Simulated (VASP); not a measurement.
Here is a VASP 6.6.1 calculation.

Contents of INCAR:

```
PREC     = Accurate       # precision mode
ENCUT    = 600            # plane-wave cutoff, eV
EDIFF    = 1E-6           # SCF threshold, eV
ISMEAR   = 0              # smearing method
SIGMA    = 0.02           # smearing width, eV
LREAL    = F              # projectors in reciprocal space
LASPH    = T              # aspherical terms in the spheres
NELM     = 120            # most SCF steps
ALGO     = Normal         # electronic algorithm
ISIF     = 2              # what is computed and relaxed
LWAVE    = F              # write WAVECAR
LCHARG   = F              # write CHGCAR
GGA      = PE             # functional
IVDW     = 12             # dispersion correction
NBANDS   = 11             # bands
GGA_COMPAT= F
```

KPOINTS

```
regular mesh
0
Gamma
  12 12 12
```

Contents of POSCAR:

```
C
1.0
    0.0000000000      1.7784858939      1.7784858939
    1.7784858939      0.0000000000      1.7784858939
    1.7784858939      1.7784858939      0.0000000000
C
2
Direct
    0.0000000000      0.0000000000      0.0000000000
    0.2500000000      0.2500000000      0.2500000000
```

Potentials or basis: VASP PAW PBE potentials, release 64 (C).

Command:

```bash
$ cat potpaw_PBE.64/C/POTCAR > POTCAR
$ mpirun -np 1 vasp_std > vasp.out
```

(1) Predict the band gap on the k mesh.

(2) Estimate the dispersion energy per atom.

(3) Predict the pressure.

Results:

(1) 4.17 eV, indirect (least direct gap 5.61 eV).

(2) -0.193 eV.

(3) 0.0 GPa.
